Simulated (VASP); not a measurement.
Runs of VASP 6.6.1 on IrF. The structure is that of space group P4/nmm (No. 129), or close to it. The cells are those of the table. 

```tsv
task	spin	cell	k mesh	cutoff (eV)	gap on the mesh (eV)	pressure (GPa)	moment (μB)	largest force (eV/Å)
single point	collinear, ferromagnetic start	a = 2.864, b = 2.864, c = 7.104 Å, 4 atoms	6 × 6 × 4	520	none	0.3	0.00	0.10
relaxation of cell and atoms	collinear, ferromagnetic start	relaxed from a = 3.016, b = 3.016, c = 5.471 Å, 4 atoms	6 × 6 × 4	600	none	0.0	0.00	0.03
single point	off	a = 2.866, b = 2.866, c = 7.164 Å, 4 atoms	16 × 16 × 8	520	none	0.3	-	0.10
single point	collinear, ferromagnetic start	a = 3.016, b = 3.016, c = 5.471 Å, 4 atoms	6 × 6 × 4	520	0.10	(a)	0.00	1.02
```

Alike in all rows: level PBE; potentials or basis VASP PAW PBE potentials, release 64 (Ir, F); smearing gaussian 0.1 eV.

Question: Estimate the missing entries.

Answer: (a) 3.1.

Caveats: some runs use coarse meshes; spin-orbit coupling is left out, which moves the levels of the heavy elements; forces of over 1 eV/Å act on the atoms, so gaps and moduli don't describe the material at rest (some runs).

A k mesh can miss the band edges, and the runs leave out spin-orbit coupling on Ir.

A gap of «none» marks levels without a gap at the run's occupations.
